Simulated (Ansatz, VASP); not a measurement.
## Sb: VASP beside Ansatz

Contents of INCAR:

```
ALGO     = Normal         # electronic algorithm
EDIFF    = 1E-6           # SCF threshold, eV
ENCUT    = 520            # plane-wave cutoff, eV
GGA      = PS             # functional
ISIF     = 2              # what is computed and relaxed
ISMEAR   = 0              # smearing method
LASPH    = T              # aspherical terms in the spheres
LCHARG   = F              # write CHGCAR
LREAL    = F              # projectors in reciprocal space
LWAVE    = F              # write WAVECAR
NBANDS   = 8              # bands
NELM     = 60             # most SCF steps
PREC     = Accurate       # precision mode
SIGMA    = 0.15           # smearing width, eV
```

The input KPOINTS:

```
k-points
0
Gamma
  16 16 16
```

File POSCAR:

```
Sb
1.0
    3.2074000000      0.0000000000      0.0000000000
    0.0000000000      3.1600000000      0.0000000000
    0.0000000000      0.0000000000      3.1600000000
Sb
1
Direct
    0.0000000000      0.0000000000      0.0000000000
```

Input for Ansatz:

```yaml
crystal:
  lattice:
    - [3.2074, 0.0, 0.0]
    - [0.0, 3.16, 0.0]
    - [0.0, 0.0, 3.16]
  atoms:
    - { symbol: Sb, position: [0.0, 0.0, 0.0] }
basis:
  ecutwfc: 420
kpoints:
  mp_grid: { grid: [16, 16, 16] }
hamiltonian:
  xc: pbesol
scf:
  occupations: { method: gaussian, width: 0.15 }
output:
  forces: true
  stress: true
  eigenvalues: true
```

Change from the starting cell: strain +0.0150 x Voigt [1, 0, 0, 0, 0, 0], atoms carried along.

Alike in both runs: task single point; functional PBEsol; k mesh 16 × 16 × 16; occupations gaussian, width 0.15 eV; no spin polarisation.

|  | VASP | Ansatz |
| --- | --- | --- |
| version | VASP 6.6.1 | Ansatz 0.2.0 |
| potentials or method | VASP PAW PBE potentials, release 64 (Sb), cutoff 520 eV | scalar-relativistic, plane waves, PAW |
| valence electrons in the cell | 5 | 15 |

|  | VASP | Ansatz | Ansatz less VASP |
| --- | --- | --- | --- |
| gap on the k mesh at the Fermi level (eV) | none | none | - |
| pressure (GPa) | -5.4 | -5.4 | -0.02 |
| traceless stress, the component that is largest in VASP (GPa) | -0.78 | -0.77 | +0.010 |

VASP's potentials were made for PBE, not for PBEsol. A gap of «none» marks a metal or a gap that the smearing closes. VASP's potentials hold 5 valence electrons a cell and Ansatz's 15, so a difference there can come from the potentials and not from the codes.

Neither program's run includes spin-orbit coupling.
